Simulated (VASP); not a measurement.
Runs of VASP 6.6.1 on KCl. The structure is that of space group Fm-3m (No. 225), or close to it. The cells are those of the table. 

```csv
level,cell,gap on the mesh (eV),pressure (GPa)
PBE,"a = 4.510 Å, angles 60.0°, 2 atoms",5.05,(a)
PBE,"a = 4.465 Å, angles 60.0°, 2 atoms",(b),0.6
PBE,"a = 4.555 Å, angles 60.0°, 2 atoms",4.95,-0.4
r2SCAN,"a = 4.357 Å, angles 60.0°, 2 atoms",6.06,1.4
r2SCAN,"a = 4.535 Å, angles 60.0°, 2 atoms",5.64,-1.0
r2SCAN,"a = 4.403 Å, angles 60.0°, 2 atoms",5.95,0.7
r2SCAN,"a = 4.492 Å, angles 60.0°, 2 atoms",5.73,-0.5
PBE,"a = 4.418 Å, angles 60.0°, 2 atoms",5.26,1.2
```

Alike in all rows: task single point; potentials or basis VASP PAW PBE potentials, release 64 (K_sv, Cl); no spin polarisation; k mesh 6 × 6 × 6; cutoff (eV) 520; smearing gaussian 0.01 eV.

**Question.** Estimate the missing entries.

**Answer.** (a) 0.0; (b) 5.15.

Caveats: the PAW data sets were made with another functional, which shifts forces and pressure a little (some runs).

